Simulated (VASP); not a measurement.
# H2C18O in VASP: further runs, part 4 of 4

VASP 6.6.1.

## 7. Single point, PBE

INCAR

```
  PREC = Accurate
  ENCUT = 520
  EDIFF = 1E-6
  ISMEAR = 0
  SIGMA = 0.05
  LREAL = Auto
  LASPH = True
  NELM = 80
  ALGO = Normal
  ISIF = 2
  LWAVE = False
  LCHARG = False
  GGA = PE
  NBANDS = 56
```

KPOINTS

```
regular mesh
0
Gamma
  2 2 1
```

POSCAR

```
H2C18O
1.0
    7.3980000000      0.0000000000      0.0000000000
   -3.6990000000      6.4068560000      0.0000000000
    0.0000000000      0.0000000000     11.0000000000
C O H
18 1 2
Direct
    0.0116576711      0.0018230471      0.0654637273
    0.2317865496      0.1119764515      0.0653617273
    0.0093356342      0.3345639421      0.0655570000
    0.2342023776      0.4469354392      0.0653863636
    0.0108927526      0.6701964271      0.0653857273
    0.2324874226      0.7809691680      0.0653956364
    0.3425127676      0.0011077196      0.0653677273
    0.5673510205      0.1135341578      0.0654130909
    0.3441873548      0.3368088810      0.0653340909
    0.5657838535      0.4476482693      0.0653465455
    0.3449213024      0.6685452272      0.0653829091
    0.5650669524      0.7785575327      0.0654337273
    0.6774097614      0.0033696715      0.0655424545
    0.8991729668      0.1142469879      0.0656566364
    0.6782222821      0.3352377516      0.0653680000
    0.8984340066      0.4453808545      0.0654232727
    0.6759013135      0.6678028974      0.0653987273
    0.9007552541      0.7802082644      0.0653980000
    0.9679847760      0.2342704440      0.3953480909
    0.8705756973      0.2665152768      0.4351929091
    0.9234663097      0.2124751984      0.3109346364
```

Potentials or basis: VASP PAW PBE potentials, release 64 (C, O, H).

Command:

```
$ cat potpaw_PBE.64/C/POTCAR potpaw_PBE.64/O/POTCAR potpaw_PBE.64/H/POTCAR > POTCAR
$ mpirun -np 1 vasp_std > vasp.out
```

OUTCAR:

```text
PREC = Accurate
   ENCUT = 520
   EDIFF = 1E-6
   ISMEAR = 0
   LREAL = Auto
   LASPH = True
   NELM = 80
   ISIF = 2
   GGA = PE

 ion  position               nearest neighbor table
   1  0.012  0.002  0.065-   2 1.41  18 1.42  14 1.44
   2  0.232  0.112  0.065-   1 1.41   7 1.42   9 1.44
   3  0.009  0.335  0.066-  14 1.41  16 1.42   4 1.44
   4  0.234  0.447  0.065-   9 1.41  11 1.42   3 1.44
   5  0.011  0.670  0.065-  18 1.41   6 1.42  16 1.44
   6  0.232  0.781  0.065-   7 1.41   5 1.42  11 1.44
[... 10 lines left out ...]
  17  0.676  0.668  0.065-  10 1.41  12 1.42  18 1.44
  18  0.901  0.780  0.065-   5 1.41   1 1.42  17 1.44
  19  0.968  0.234  0.395-  20 0.97  21 0.97
  20  0.871  0.267  0.435-  19 0.97
  21  0.923  0.212  0.311-  19 0.97

  LATTYP: Found a hexagonal cell.
 ALAT       =     7.3980000000
 C/A-ratio  =     1.4868883482

  Lattice vectors:

 A1 = (   7.3980000000,   0.0000000000,   0.0000000000)
 A2 = (  -3.6990000000,   6.4068560000,   0.0000000000)
 A3 = (   0.0000000000,   0.0000000000,  11.0000000000)

Analysis of symmetry for initial positions (statically):
=====================================================================
 Subroutine PRICEL returns:
 Original cell was already a primitive cell.

 Routine SETGRP: Setting up the symmetry group for a
 hexagonal supercell.

 Subroutine GETGRP returns: Found  1 space group operations
 (whereof  1 operations were pure point group operations)
 out of a pool of 24 trial point group operations.

The static configuration has the point symmetry C_1 .

Analysis of symmetry for dynamics (positions and initial velocities):
=====================================================================
 Subroutine PRICEL returns:
 Original cell was already a primitive cell.

 Routine SETGRP: Setting up the symmetry group for a
 hexagonal supercell.

 Subroutine GETGRP returns: Found  1 space group operations
 (whereof  1 operations were pure point group operations)
 out of a pool of 24 trial point group operations.

The dynamic configuration has the point symmetry C_1 .

 Subroutine INISYM returns: Found  1 space group operations
 (whereof  1 operations are pure point group operations),
 and found     1 'primitive' translations

----------------------------------------------------------------------------------------

                                     Primitive cell

  volume of cell :     521.3771

  direct lattice vectors                    reciprocal lattice vectors
     7.398000000  0.000000000  0.000000000     0.135171668  0.078041398  0.000000000
    -3.699000000  6.406856000  0.000000000     0.000000000  0.156082796  0.000000000
     0.000000000  0.000000000 11.000000000     0.000000000  0.000000000  0.090909091

  length of vectors
     7.398000000  7.398000054 11.000000000     0.156082797  0.156082796  0.090909091

  position of ions in fractional coordinates (direct lattice)
     0.011657671  0.001823047  0.065463727
     0.231786550  0.111976451  0.065361727
     0.009335634  0.334563942  0.065557000
     0.234202378  0.446935439  0.065386364
     0.010892753  0.670196427  0.065385727
     0.232487423  0.780969168  0.065395636
[... 64 lines left out ...]
 Found      4 irreducible k-points:

 Following reciprocal coordinates:
            Coordinates               Weight
  0.000000  0.000000  0.000000      1.000000
  0.500000 -0.000000  0.000000      1.000000
  0.000000  0.500000  0.000000      1.000000
  0.500000  0.500000  0.000000      1.000000
   k-points           NKPTS =      4   k-points in BZ     NKDIM =      4   number of bands    NBANDS=     56
   number of dos      NEDOS =    301   number of ions     NIONS =     21
   total plane-waves  NPLWV = 263424
   dimension x,y,z NGX =    56 NGY =   56 NGZ =   84
   dimension x,y,z NGXF=   112 NGYF=  112 NGZF=  168
   ions per type =              18   1   2
   NGX,Y,Z   is equivalent  to a cutoff of  12.58, 12.58, 12.70 a.u.
   NGXF,Y,Z  is equivalent  to a cutoff of  25.17, 25.17, 25.39 a.u.
 SYSTEM =  unknown system
   PREC   = accura    normal or accurate (medium, high low for compatibility)
   ISTART =      0    job   : 0-new  1-cont  2-samecut
   ICHARG =      2    charge: 1-file 2-atom 10-const
   ISPIN  =      1    spin polarized calculation?
   LNONCOLLINEAR =      F non collinear calculations
   LSORBIT =      F    spin-orbit coupling
   LASPH  =      T    aspherical Exc in radial PAW
   ENCUT  =  520.0 eV  38.22 Ry    6.18 a.u.  13.76 13.76 20.45*2*pi/ulx,y,z
   NELM   =     80;   NELMIN=  2; NELMDL= -5     # of ELM steps
   EDIFF  = 0.1E-05   stopping-criterion for ELM
   LREAL  =      T    real-space projection
   EDIFFG = 0.1E-04   stopping-criterion for IOM
   NSW    =      0    number of steps for IOM
   IBRION =     -1    ionic relax: 0-MD 1-quasi-New 2-CG
   NFREE  =      0    steps in history (QN), initial steepest desc. (CG)
   ISIF   =      2    stress and relaxation
   ISYM   =      2    0-nonsym 1-usesym 2-fastsym
   POTIM  = 0.5000    time-step for ionic-motion
   TEBEG  =    0.0;   TEEND  =   0.0 temperature during run
   PSTRESS=    0.0 pullay stress
   NELECT =      80.0000    total number of electrons
   NUPDOWN=      -1.0000    fix difference up-down
   EMIN   =  10.00;   EMAX   =-10.00  energy-range for DOS
   EFERMI =   0.00;   METHOD = LEGACY
   ISMEAR =     0;   SIGMA  =   0.05  broadening in eV -4-tet -1-fermi 0-gaus
   EFERMI_NEDOS =   21; number of points for ismear=-14 and -15
   IALGO  =     38    algorithm
   IMIX   =      4    mixing-type and parameters
     AMIX     =   0.40;   BMIX     =  1.00
     AMIX_MAG =   1.60;   BMIX_MAG =  1.00
  volume/ion in A,a.u.               =      24.83       167.54
  Fermi-wavevector in a.u.,A,eV,Ry     =   0.876437  1.656226 10.451210  0.768142
  Thomas-Fermi vector in A             =   1.996247
   LORBIT       =      0    0 simple, 1 ext, 2 COOP (PROOUT), +10 PAW based schemes
   GGA     = PE    functional components
   LHFCALC =     F    Hartree Fock is set to
   AEXX    =    0.0000 exact exchange contribution
   IVDW    =     0    specifies the selected vdW correction
   LEPSILON=     F    determine dielectric tensor
   LRPA    =     F    only Hartree local field effects (RPA)
 non-spin polarized calculation
 Gauss-broadening in eV      SIGMA  =   0.05
  energy-cutoff  :      520.00
  volume of cell :      521.38
 maximum number of plane-waves:     14099
 NGX is ok and might be reduce to    56
   NGX = 27   NGY = 27   NGZ = 41

 number of electron      79.9999996 magnetization

 Free energy of the ion-electron system (eV)
  ---------------------------------------------------
  ext. energy  EPLUGINS =         0.00000000
  ---------------------------------------------------
  free energy    TOTEN  =      -179.88281937 eV

  energy without entropy =     -179.88264218  energy(sigma->0) =     -179.88273078

 E-fermi :  -1.5014     XC(G=0):  -4.4860

 val. band max:       -1.6095499430   @ k =   0.0000   0.0000   0.0000
 cond. band min:      -1.3918384045   @ k =   0.0000   0.0000   0.0000
 fundamental gap:      0.2177115385
 Fermi energy:        -1.5014001750

 k-point     1 :       0.0000    0.0000    0.0000
  band No.  band energies     occupation
      1     -22.2866      2.00000
      2     -21.0252      2.00000
      3     -18.5372      2.00000
      4     -18.5132      2.00000
      5     -18.4266      2.00000
      6     -18.4185      2.00000
[... 209 lines left out ...]
     51       4.2756      0.00000
     52       4.3609      0.00000
 [bands above 52 left out]

------------------------ aborting loop because EDIFF is reached ----------------------------------------

  FORCE on cell =-STRESS in cart. coord.  units (eV):
  Direction    XX          YY          ZZ          XY          YZ          ZX
  --------------------------------------------------------------------------------------
  -------------------------------------------------------------------------------------
  Total        1.6373578      1.6062760      0.0213579     -0.0176568      0.0260948     -0.0510325
  in kB        5.0315547      4.9360412      0.0656323     -0.0542587      0.0801887     -0.1568213
  external PRESSURE =       3.3444094 kB  Pullay stress =       0.0000000 kB

 VOLUME and BASIS-vectors are now :
 -----------------------------------------------------------------------------
  energy-cutoff  :      520.00
  volume of cell :      521.38
      direct lattice vectors                 reciprocal lattice vectors
     7.398000000  0.000000000  0.000000000     0.135171668  0.078041398  0.000000000
    -3.699000000  6.406856000  0.000000000     0.000000000  0.156082796  0.000000000
     0.000000000  0.000000000 11.000000000     0.000000000  0.000000000  0.090909091

 POSITION                                       TOTAL-FORCE (eV/Angst)
 -----------------------------------------------------------------------------------
      0.07950      0.01168      0.72010        -0.019068     -0.004961     -0.000321
      1.30056      0.71742      0.71898         0.003277      0.005043     -0.000382
     -1.16849      2.14350      0.72113         0.008797      0.014899      0.000090
      0.07941      2.86345      0.71925        -0.010593      0.001640     -0.000952
     -2.39847      4.29385      0.71924        -0.006287     -0.015519      0.000556
     -1.16886      5.00356      0.71935         0.008438     -0.009922      0.000155
[... 13 lines left out ...]
      5.45468      1.70753      4.78712        -0.088568      0.029749      0.095844
      6.04586      1.36130      3.42028         0.018827     -0.018768     -0.102379
 -----------------------------------------------------------------------------------
    total drift:                                0.006048      0.004871      0.000350

  FREE ENERGIE OF THE ION-ELECTRON SYSTEM (eV)
  ---------------------------------------------------
  free  energy   TOTEN  =      -179.8828193714 eV

  energy  without entropy=     -179.8826421813  energy(sigma->0) =     -179.88273078
```

Run time: 2.9 min. Hardware: 1 thread of AMD EPYC 7R13 (Zen 3), shared host; peak memory 0.56 GiB.

Results:

| Property | Result |
| --- | --- |
| Free energy | -179.8828 eV |
| Largest force | 0.134 eV/Å |
| Band gap on the k mesh | 0.22 eV, direct |

Forces on the atoms (eV/Å):
```
C   -0.019 -0.005  0.000
C    0.003  0.005  0.000
C    0.009  0.015  0.000
C   -0.011  0.002 -0.001
C   -0.006 -0.016  0.001
C    0.008 -0.010  0.000
C    0.007  0.007  0.002
C   -0.010 -0.007  0.000
C    0.009 -0.007  0.000
C    0.009 -0.008  0.000
C   -0.014  0.006  0.001
C   -0.005  0.011 -0.001
C    0.008 -0.015 -0.001
C    0.017 -0.017  0.000
C   -0.012  0.015  0.001
C    0.003  0.025  0.000
C    0.020  0.011 -0.002
C   -0.016 -0.010  0.001
O    0.070 -0.013  0.005
H   -0.089  0.030  0.096
H    0.019 -0.019 -0.102
```

Caveat: the k points lie up to 0.49 Å⁻¹ apart.
